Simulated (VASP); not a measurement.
# CdS (F-43m) in VASP: notebook

CdS is run at these levels: revPBE+D4, BLYP+D4, PBE-based screened hybrid with 40 % exact exchange; tasks: relaxation of cell and atoms, single point.

Program: VASP 6.6.1. These are calculated values, not measurements. Logs are shortened: lines on timing, memory, paths and dates and some standing lists are left out, and cuts for length are marked.

**1. The cell of the first run**

The structure is cubic, space group F-43m (No. 216). Conventional cell: a = 5.833 Å, b = 5.833 Å, c = 5.833 Å, α = 90.00°, β = 90.00°, γ = 90.00°. Within 3.3 Å of Cd (site symmetry -43m) lie 4 S at 2.53 Å. S (site symmetry -43m) has 4 Cd at 2.53 Å within 3.3 Å.

**2. Relaxation of cell and atoms, revPBE+D4**

Input file INCAR:

```
ALGO = Normal
EDIFF = 1E-6
EDIFFG = -0.01
ENCUT = 600
GGA = RE
IBRION = 2
ISIF = 3
ISMEAR = -1
IVDW = 13
LASPH = True
LCHARG = False
LREAL = False
LWAVE = False
NELM = 60
NSW = 80
PREC = Accurate
SIGMA = 0.05
```

Input file KPOINTS:

```
k-points
0
Gamma
  8 8 8
```

Input file POSCAR:

```
CdS
1.0
    0.0000000000      2.9165000000      2.9165000000
    2.9165000000      0.0000000000      2.9165000000
    2.9165000000      2.9165000000      0.0000000000
Cd S
1 1
Direct
    0.0000000000      0.0000000000      0.0000000000
    0.7500000000      0.7500000000      0.7500000000
```

Potentials or basis: VASP PAW PBE potentials, release 64 (Cd, S).

On the command line:

```bash
> cat potpaw_PBE.64/Cd/POTCAR potpaw_PBE.64/S/POTCAR > POTCAR
> mpirun -np 1 vasp_std > vasp.out
```

OUTCAR:

```text
EDIFF = 1E-6
   EDIFFG = -0.01
   ENCUT = 600
   GGA = RE
   IBRION = 2
   ISIF = 3
   ISMEAR = -1
   IVDW = 13
   LASPH = True
   LREAL = False
   NELM = 60
   NSW = 80
   PREC = Accurate

 ion  position               nearest neighbor table
   1  0.000  0.000  0.000-   2 2.53   2 2.53   2 2.53   2 2.53
   2  0.750  0.750  0.750-   1 2.53   1 2.53   1 2.53   1 2.53

  LATTYP: Found a face centered cubic cell.
 ALAT       =     5.8330000000

  Lattice vectors:

 A1 = (   0.0000000000,   2.9165000000,   2.9165000000)
 A2 = (   2.9165000000,   0.0000000000,   2.9165000000)
 A3 = (   2.9165000000,   2.9165000000,   0.0000000000)

Analysis of symmetry for initial positions (statically):
=====================================================================
 Subroutine PRICEL returns:
 Original cell was already a primitive cell.

 Routine SETGRP: Setting up the symmetry group for a
 face centered cubic supercell.

 Subroutine GETGRP returns: Found 24 space group operations
 (whereof 24 operations were pure point group operations)
 out of a pool of 48 trial point group operations.

The static configuration has the point symmetry T_d .

Analysis of symmetry for dynamics (positions and initial velocities):
=====================================================================
 Subroutine PRICEL returns:
 Original cell was already a primitive cell.

 Routine SETGRP: Setting up the symmetry group for a
 face centered cubic supercell.

 Subroutine GETGRP returns: Found 24 space group operations
 (whereof 24 operations were pure point group operations)
 out of a pool of 48 trial point group operations.

The dynamic configuration has the point symmetry T_d .

 Subroutine INISYM returns: Found 24 space group operations
 (whereof 24 operations are pure point group operations),
 and found     1 'primitive' translations

----------------------------------------------------------------------------------------

                                     Primitive cell

  volume of cell :      49.6153

  direct lattice vectors                    reciprocal lattice vectors
     0.000000000  2.916500000  2.916500000    -0.171438368  0.171438368  0.171438368
     2.916500000  0.000000000  2.916500000     0.171438368 -0.171438368  0.171438368
     2.916500000  2.916500000  0.000000000     0.171438368  0.171438368 -0.171438368

  length of vectors
     4.124553855  4.124553855  4.124553855     0.296939964  0.296939964  0.296939964

  position of ions in fractional coordinates (direct lattice)
     0.000000000  0.000000000  0.000000000
     0.750000000  0.750000000  0.750000000

  ion indices of the primitive-cell ions
   primitive index   ion index
                 1           1
                 2           2

----------------------------------------------------------------------------------------

 KPOINTS: k-points

Automatic generation of k-mesh.
 Grid dimensions read from file:
 generate k-points for:    8    8    8

 Generating k-lattice:

  Cartesian coordinates                     Fractional coordinates (reciprocal lattice)
    -0.021429796  0.021429796  0.021429796     0.125000000  0.000000000  0.000000000
     0.021429796 -0.021429796  0.021429796     0.000000000  0.125000000  0.000000000
     0.021429796  0.021429796 -0.021429796     0.000000000  0.000000000  0.125000000

  Length of vectors
     0.037117495  0.037117495  0.037117495

  Shift w.r.t. Gamma in fractional coordinates (k-lattice)
     0.000000000  0.000000000  0.000000000

 Subroutine IBZKPT returns following result:
 ===========================================

 Found     29 irreducible k-points:

 Following reciprocal coordinates:
            Coordinates               Weight
  0.000000  0.000000  0.000000      1.000000
  0.125000  0.000000  0.000000      8.000000
  0.250000  0.000000  0.000000      8.000000
  0.375000  0.000000  0.000000      8.000000
  0.500000  0.000000  0.000000      4.000000
  0.125000  0.125000  0.000000      6.000000
[... 16 lines left out ...]
  0.500000  0.250000  0.125000     48.000000
 -0.375000  0.250000  0.125000     24.000000
 [... further k-points ...]
   k-points           NKPTS =     29   k-points in BZ     NKDIM =     29   number of bands    NBANDS=     13
   number of dos      NEDOS =    301   number of ions     NIONS =      2
   total plane-waves  NPLWV =  46656
   dimension x,y,z NGX =    36 NGY =   36 NGZ =   36
   dimension x,y,z NGXF=    72 NGYF=   72 NGZF=   72
   ions per type =               1   1
   NGX,Y,Z   is equivalent  to a cutoff of  14.51, 14.51, 14.51 a.u.
   NGXF,Y,Z  is equivalent  to a cutoff of  29.02, 29.02, 29.02 a.u.
 SYSTEM =  unknown system
   PREC   = accura    normal or accurate (medium, high low for compatibility)
   ISTART =      0    job   : 0-new  1-cont  2-samecut
   ICHARG =      2    charge: 1-file 2-atom 10-const
   ISPIN  =      1    spin polarized calculation?
   LNONCOLLINEAR =      F non collinear calculations
   LSORBIT =      F    spin-orbit coupling
   LASPH  =      T    aspherical Exc in radial PAW
   ENCUT  =  600.0 eV  44.10 Ry    6.64 a.u.   8.24  8.24  8.24*2*pi/ulx,y,z
   NELM   =     60;   NELMIN=  2; NELMDL= -5     # of ELM steps
   EDIFF  = 0.1E-05   stopping-criterion for ELM
   LREAL  =      F    real-space projection
   EDIFFG = -.1E-01   stopping-criterion for IOM
   NSW    =     80    number of steps for IOM
   IBRION =      2    ionic relax: 0-MD 1-quasi-New 2-CG
   NFREE  =      1    steps in history (QN), initial steepest desc. (CG)
   ISIF   =      3    stress and relaxation
   ISYM   =      2    0-nonsym 1-usesym 2-fastsym
   POTIM  = 0.5000    time-step for ionic-motion
   TEBEG  =    0.0;   TEEND  =   0.0 temperature during run
   PSTRESS=    0.0 pullay stress
   NELECT =      18.0000    total number of electrons
   NUPDOWN=      -1.0000    fix difference up-down
   EMIN   =  10.00;   EMAX   =-10.00  energy-range for DOS
   EFERMI =   0.00;   METHOD = LEGACY
   ISMEAR =    -1;   SIGMA  =   0.05  broadening in eV -4-tet -1-fermi 0-gaus
   EFERMI_NEDOS =   21; number of points for ismear=-14 and -15
   IALGO  =     38    algorithm
   IMIX   =      4    mixing-type and parameters
     AMIX     =   0.40;   BMIX     =  1.00
     AMIX_MAG =   1.60;   BMIX_MAG =  1.00
  volume/ion in A,a.u.               =      24.81       167.41
  Fermi-wavevector in a.u.,A,eV,Ry     =   1.167599  2.206442 18.548649  1.363287
  Thomas-Fermi vector in A             =   2.304097
   LORBIT       =      0    0 simple, 1 ext, 2 COOP (PROOUT), +10 PAW based schemes
   GGA     = RE    functional components
   LHFCALC =     F    Hartree Fock is set to
   AEXX    =    0.0000 exact exchange contribution
   IVDW    =    13    specifies the selected vdW correction
   LEPSILON=     F    determine dielectric tensor
   LRPA    =     F    only Hartree local field effects (RPA)
 conjugate gradient relaxation of ions
 non-spin polarized calculation
  energy-cutoff  :      600.00
  volume of cell :       49.62
 maximum number of plane-waves:      1676
 NGX is ok and might be reduce to    36
   NGX = 17   NGY = 17   NGZ = 17

--------------------------------------- Ionic step        1  -------------------------------------------

 number of electron      17.9999999 magnetization

 Free energy of the ion-electron system (eV)
  ---------------------------------------------------
  ext. energy  EPLUGINS =         0.00000000
  ---------------------------------------------------
  free energy    TOTEN  =        -5.53209383 eV

  energy without entropy =       -5.53209380  energy(sigma->0) =       -5.53209381

------------------------ aborting loop because EDIFF is reached ----------------------------------------

  DFT-D4 for vdW energy calculation

  Edisp (eV):   -1.09007

  FORCE on cell =-STRESS in cart. coord.  units (eV):
  Direction    XX          YY          ZZ          XY          YZ          ZX
  --------------------------------------------------------------------------------------
  -------------------------------------------------------------------------------------
  Total       0.21731     0.21731     0.21731     0.00000    -0.00000     0.00000
  in kB       7.01744     7.01744     7.01744     0.00000    -0.00000     0.00000
  external pressure =        7.02 kB  Pullay stress =        0.00 kB
[... 61 lines left out ...]
  energy  without entropy=       -6.6233012489  energy(sigma->0) =       -6.62330127

--------------------------------------- Ionic step        3  -------------------------------------------

 number of electron      17.9999999 magnetization

 Free energy of the ion-electron system (eV)
  ---------------------------------------------------
  ext. energy  EPLUGINS =         0.00000000
  ---------------------------------------------------
  free energy    TOTEN  =        -5.54821786 eV

  energy without entropy =       -5.54821782  energy(sigma->0) =       -5.54821784

 E-fermi :   1.9722     XC(G=0):  -8.9083

 val. band max:        1.3021213564   @ k =   0.0000   0.0000   0.0000
 cond. band min:       2.5627443022   @ k =   0.0000   0.0000   0.0000
 fundamental gap:      1.2606229457
 Fermi energy:         1.9722004406

 k-point     1 :       0.0000    0.0000    0.0000
  band No.  band energies     occupation
      1     -10.9775      2.00000
      2      -6.3841      2.00000
      3      -6.3841      2.00000
      4      -6.3841      2.00000
      5      -5.9226      2.00000
      6      -5.9226      2.00000
      7       1.3021      2.00000
      8       1.3021      2.00000
      9       1.3021      2.00000
     10       2.5627      0.00001
     11       7.9090      0.00000
     12       7.9090      0.00000
     13       7.9090      0.00000
[... 353 lines left out ...]
 k-point    24 :      -0.3750    0.2500    0.1250
  band No.  band energies     occupation
      1     -10.5087      2.00000
      2      -6.2243      2.00000
      3      -6.1890      2.00000
      4      -5.9453      2.00000
      5      -5.8963      2.00000
      6      -5.4403      2.00000
      7      -2.7062      2.00000
      8      -0.5693      2.00000
      9       0.1213      2.00000
     10       5.7266      0.00000
     11       7.2499      0.00000
     12       8.6080      0.00000
     13       9.7537      0.00000

 [... further k-points ...]

------------------------ aborting loop because EDIFF is reached ----------------------------------------

  DFT-D4 for vdW energy calculation

  Edisp (eV):   -1.07522

  FORCE on cell =-STRESS in cart. coord.  units (eV):
  Direction    XX          YY          ZZ          XY          YZ          ZX
  --------------------------------------------------------------------------------------
  -------------------------------------------------------------------------------------
  Total       0.00015     0.00015     0.00015     0.00000     0.00000     0.00000
  in kB       0.00472     0.00472     0.00472     0.00000     0.00000     0.00000
  external pressure =        0.00 kB  Pullay stress =        0.00 kB
[... 17 lines left out ...]
  FREE ENERGIE OF THE ION-ELECTRON SYSTEM (eV)
  ---------------------------------------------------
  free  energy   TOTEN  =        -6.6234350560 eV

  energy  without entropy=       -6.6234350150  energy(sigma->0) =       -6.62343504

 reached required accuracy - stopping structural energy minimisation
```

It took 61 s on 1 thread of Intel Xeon Platinum 8375C at 2.90GHz (Ice Lake), shared host; peak memory 0.23 GiB.

Results:

* Free energy: -6.6234 eV
* Relaxed volume: 25.10 Å³/atom
* Relaxed cell: a = 4.141 Å, b = 4.141 Å, c = 4.141 Å, α = 60.00°, β = 60.00°, γ = 60.00°
* Space group after relaxing (to 0.1 Å): F-43m (No. 216)
* Energy gained by relaxing: 0.6 meV/atom
* Ionic steps: 3
* Pressure after relaxing: 0.0 GPa
* Band gap on the k mesh: 1.26 eV
* Dispersion energy per atom: -0.538 eV

The path:
| step | energy change (eV) | largest force (eV/Å) | pressure (GPa) | volume (Å³) |
| --- | --- | --- | --- | --- |
| 1 | 0.0000 | 0.0000 | 0.70 | 49.62 |
| 2 | -0.0011 | 0.0000 | -0.22 | 50.40 |
| 3 | -0.0013 | 0.0000 | 0.00 | 50.20 |

Final structure:
```xyz
2
Lattice="0.0000 2.9280 2.9280 2.9280 0.0000 2.9280 2.9280 2.9280 0.0000" Properties=species:S:1:pos:R:3 pbc="T T T"
Cd    0.0000    0.0000    0.0000
S     4.3920    4.3920    4.3920
```

Levels at points of the mesh, in eV from the valence-band top:
| k point | band 7 | band 8 | band 9 | band 10 | band 11 | band 12 |
| --- | --- | --- | --- | --- | --- | --- |
| (0.00, 0.00, 0.00) | 0.00 | 0.00 | 0.00 | 1.26 | 6.61 | 6.61 |
| (0.50, 0.00, 0.00) | -4.29 | -0.73 | -0.73 | 3.10 | 7.07 | 7.07 |
| (0.50, 0.50, 0.00) | -3.87 | -1.82 | -1.82 | 3.71 | 4.41 | 9.35 |

Caveat: the PAW data sets were made with another functional, which shifts forces and pressure a little. Zero-point motion and thermal expansion aren't in these numbers.

**3. Relaxation of cell and atoms, BLYP+D4**

Input file INCAR:

```
SYSTEM = CdS
PREC = Accurate
ENCUT = 600
EDIFF = 1E-6
ISMEAR = -1
SIGMA = 0.05
LREAL = .FALSE.
LASPH = .TRUE.
NELM = 80
ALGO = Normal
ISIF = 3
LWAVE = .FALSE.
LCHARG = .FALSE.
GGA = B5
ALDAX = 1.0
AGGAX = 1.0
AGGAC = 1.0
ALDAC = 0.0
IVDW = 13
VDW_S6 = 1.0
VDW_S8 = 2.34076671
VDW_A1 = 0.44488865
VDW_A2 = 4.0933009
IBRION = 2
NSW = 80
EDIFFG = -0.01
```

Input file KPOINTS:

```
Automatic mesh
0
G
  8 8 8
  0 0 0
```

POSCAR is that of step 2.

Potentials or basis: VASP PAW PBE potentials, release 64 (Cd, S).

On the command line:

```bash
> cat potpaw_PBE.64/Cd/POTCAR potpaw_PBE.64/S/POTCAR > POTCAR
> mpirun -np 1 vasp_std > vasp.out
```

Run time: 95 s. Hardware: 1 thread of Intel Xeon Platinum 8375C at 2.90GHz (Ice Lake), shared host; peak memory 0.22 GiB.

The run converged. Its results:

```yaml
Free_energy: -6.2981 eV
Relaxed_volume: 25.68 Å³/atom
Relaxed_cell: a = 4.172 Å, b = 4.172 Å, c = 4.172 Å, α = 60.00°, β = 60.00°, γ = 60.00°
Space_group_after_relaxing_to_0.1_Å: F-43m (No. 216)
Energy_gained_by_relaxing: 5.5 meV/atom
Ionic_steps: 3
Pressure_after_relaxing: 0.0 GPa
Band_gap_on_the_k_mesh: 1.04 eV
Dispersion_energy_per_atom: -0.565 eV
```

The path:
```
step  energy change (eV)  largest force (eV/Å)  pressure (GPa)  volume (Å³)
   1              0.0000                0.0000            2.10        49.62
   2             -0.0097                0.0000           -0.67        51.98
   3             -0.0110                0.0000            0.01        51.35
```

Final structure:
```
Cd S
1.0
     0.00000    2.95013    2.95013
     2.95013    0.00000    2.95013
     2.95013    2.95013    0.00000
Cd S
1 1
Direct
  0.00000 0.00000 0.00000
  0.75000 0.75000 0.75000
```

Levels at points of the mesh, in eV from the valence-band top:
```tsv
k point	band 7	band 8	band 9	band 10	band 11	band 12
(0.00, 0.00, 0.00)	0.00	0.00	0.00	1.04	6.56	6.56
(0.50, 0.00, 0.00)	-4.17	-0.70	-0.70	2.93	7.03	7.03
(0.50, 0.50, 0.00)	-3.80	-1.75	-1.75	3.70	4.29	9.13
```

Caveat: the PAW data sets were made with another functional, which shifts forces and pressure a little.

**4. Single point, PBE-based screened hybrid with 40 % exact exchange**

POSCAR is that of step 3.

Input file INCAR.step1:

```
SYSTEM = CdS
  PREC = Accurate
  ENCUT = 520
  EDIFF = 1E-5
  ISMEAR = -1
  SIGMA = 0.05
  LREAL = .False.
  LASPH = .True.
  NELM = 80
  ALGO = Normal
  ISIF = 2
  LWAVE = .True.
  LCHARG = .False.
  GGA = PE
  NBANDS = 16
```

Input file INCAR.step2:

```
SYSTEM = CdS
  PREC = Accurate
  ENCUT = 520
  EDIFF = 1E-6
  ISMEAR = -1
  SIGMA = 0.05
  LREAL = .False.
  LASPH = .True.
  NELM = 80
  ALGO = Normal
  ISIF = 2
  LWAVE = .False.
  LCHARG = .False.
  GGA = PE
  LHFCALC = .True.
  AEXX = 0.4
  HFSCREEN = 0.2
  PRECFOCK = Normal
  ISTART = 1
  NBANDS = 16
```

Input file KPOINTS:

```
regular mesh
0
Gamma
  4 4 4
  0 0 0
```

On the command line:

```bash
> cat potpaw_PBE.64/Cd/POTCAR potpaw_PBE.64/S/POTCAR > POTCAR
> cp INCAR.step1 INCAR
> mpirun -np 1 vasp_std > vasp.out
> cp INCAR.step2 INCAR
> mpirun -np 1 vasp_std > vasp.out
```

It took 8.5 min on 1 thread of Intel Xeon Platinum 8375C at 2.90GHz (Ice Lake), shared host; peak memory 0.28 GiB.

It converged, with:

```yaml
Free_energy: -8.5752 eV
Pressure: 1.5 GPa
Band_gap_on_the_k_mesh: 2.88 eV
```

Levels at points of the mesh, in eV from the valence-band top:
| k point | band 7 | band 8 | band 9 | band 10 | band 11 | band 12 |
| --- | --- | --- | --- | --- | --- | --- |
| (0.00, 0.00, 0.00) | 0.00 | 0.00 | 0.00 | 2.88 | 8.47 | 8.47 |
| (0.50, 0.00, 0.00) | -4.85 | -0.83 | -0.83 | 4.85 | 8.90 | 8.90 |
| (0.50, 0.50, 0.00) | -4.36 | -2.08 | -2.08 | 5.05 | 6.20 | 11.42 |

Caveat: the k points lie up to 0.47 Å⁻¹ apart; the PAW data sets were made with another functional, which shifts forces and pressure a little.

**5. Summary**

| task | level | cell | k mesh | cutoff (eV) | grid for exact exchange (PRECFOCK) | share of exact exchange | screening parameter | gap on the mesh (eV) | pressure (GPa) | relaxed volume (Å³/atom) |
| --- | --- | --- | --- | --- | --- | --- | --- | --- | --- | --- |
| relaxation of cell and atoms | revPBE+D4 | relaxed | 8 × 8 × 8 | 600 | - | - | - | 1.26 | 0.0 | 25.10 |
| relaxation of cell and atoms | BLYP+D4 | relaxed | 8 × 8 × 8 | 600 | - | - | - | 1.04 | 0.0 | 25.68 |
| single point | PBE-based screened hybrid with 40 % exact exchange | as given | 4 × 4 × 4 | 520 | Normal | 0.4 | 0.2 1/Å | 2.88 | 1.5 | - |

Alike in all rows: potentials or basis VASP PAW PBE potentials, release 64 (Cd, S); no spin polarisation; smearing fermi-dirac 0.05 eV.

Caveats: some runs use coarse meshes; the PAW data sets were made with another functional, which shifts forces and pressure a little.

Absolute energies hang on the potentials; compare differences alone.
